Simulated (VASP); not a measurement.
Here is a VASP 6.6.1 calculation.

INCAR

```
  ALGO = Normal
  EDIFF = 1E-6
  EDIFFG = -0.01
  ENCUT = 600
  GGA = PE
  IBRION = 2
  ISIF = 3
  ISMEAR = 0
  LASPH = T
  LCHARG = F
  LREAL = F
  LWAVE = F
  NELM = 80
  NSW = 100
  PREC = Accurate
  SIGMA = 0.1
```

File KPOINTS:

```
k-points
0
Gamma
  6 6 6
```

File POSCAR:

```
GaS2
1.0
    3.7752602639      2.1796475296      5.6340982028
   -3.7752602639      2.1796475296      5.6340982028
    0.0000000000     -4.3592950592      5.6340982028
Ga S
2 4
Direct
    0.6347612770      0.6347612770      0.6347612770
    0.3652387230      0.3652387230      0.3652387230
    0.5000000000      0.5000000000      0.5000000000
    0.5000000000      0.5000000000      0.0000000000
    0.0000000000      0.5000000000      0.5000000000
    0.5000000000      0.0000000000      0.5000000000
```

Potentials or basis: VASP PAW PBE potentials, release 64 (Ga_d, S).

Command:

```sh
$ cat potpaw_PBE.64/Ga_d/POTCAR potpaw_PBE.64/S/POTCAR > POTCAR
$ mpirun -np 1 vasp_std > vasp.out
```

Q: What does it give for the space group after relaxing (to 0.1 Å)?

A: Fd-3m (No. 227).

Q: What does it give for the band gap on the k mesh?

A: Zero (bands 25 and 26 overlap by 0.35 eV).

The path:
| step | energy change (eV) | largest force (eV/Å) | pressure (GPa) | volume (Å³) |
| --- | --- | --- | --- | --- |
| 1 | 0.0000 | 0.0429 | -0.11 | 278.17 |
| 2 | -0.0021 | 0.0905 | 0.07 | 276.92 |
| 3 | -0.0022 | 0.0994 | 0.07 | 276.66 |
| 4 | -0.0022 | 0.1208 | 0.15 | 276.16 |
| 5 | -0.0023 | 0.1094 | 0.11 | 276.47 |
| 6 | -0.0042 | 0.1154 | 0.08 | 276.95 |
| 7 | -0.0090 | 0.1377 | 0.01 | 278.39 |
| 8 | -0.0143 | 0.1682 | -0.15 | 281.19 |
| 9 | -0.0161 | 0.1384 | -0.13 | 281.06 |
| 10 | -0.0198 | 0.0472 | -0.06 | 280.67 |
| 11 | -0.0185 | 0.1642 | 0.05 | 279.88 |
| 12 | -0.0207 | 0.0282 | -0.02 | 280.38 |
| 13 | -0.0207 | 0.0354 | -0.01 | 280.36 |
| 14 | -0.0212 | 0.0302 | 0.02 | 280.17 |
| 15 | -0.0220 | 0.0157 | 0.08 | 279.58 |
| 16 | -0.0210 | 0.0183 | 0.22 | 278.34 |
| 17 | -0.0220 | 0.0072 | 0.13 | 279.20 |
| 18 | -0.0225 | 0.0104 | 0.04 | 280.02 |
| 19 | -0.0225 | 0.0156 | 0.02 | 280.24 |
| 20 | -0.0226 | 0.0005 | 0.02 | 280.41 |
